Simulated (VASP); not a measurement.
Input of a VASP 6.6.1 run:

The input INCAR:

```
ALGO = Normal
EDIFF = 1E-7
ENCUT = 520
GGA = PS
ISIF = 2
ISMEAR = 0
IVDW = 12
LASPH = True
LCHARG = False
LREAL = False
LWAVE = False
NBANDS = 35
NELM = 100
PREC = Accurate
SIGMA = 0.05
```

File KPOINTS:

```
k-points
0
Gamma
  12 12 4
```

File POSCAR:

```
SnO2
1.0
    3.1515650761      0.0000000000      0.0000000000
   -1.5757825380      2.7293354175      0.0000000000
    0.0000000000      0.0000000000     10.0294849332
Sn O
2 4
Direct
    0.0000000000      0.0000000000      0.5000000000
    0.0000000000      0.0000000000      0.0000000000
    0.6666666667      0.3333333333      0.4003665319
    0.6666666667      0.3333333333      0.0996334681
    0.3333333333      0.6666666667      0.5996334681
    0.3333333333      0.6666666667      0.9003665319
```

Potentials or basis: VASP PAW PBE potentials, release 64 (Sn_d, O).

The run is started by

```sh
$ cat potpaw_PBE.64/Sn_d/POTCAR potpaw_PBE.64/O/POTCAR > POTCAR
$ mpirun -np 1 vasp_std > vasp.out
```

**Question.** Estimate the largest force.

**Answer.** 0.371 eV/Å.

**Question.** Predict the band gap on the k mesh.

**Answer.** 2.29 eV (least direct gap 2.75 eV).

Stress tensor (GPa, compression positive):
```
5.75 0.00 0.00
0.00 5.75 0.00
0.00 0.00 2.70
```

Caveat: the cell differs from its parent crystal (atoms displaced along a vibrational mode, the cell strained); the cell stands under pressure; the PAW data sets were made with another functional, which shifts forces and pressure a little; spin-orbit coupling is left out, which moves the levels of the heavy elements. A k mesh can miss the band edges.
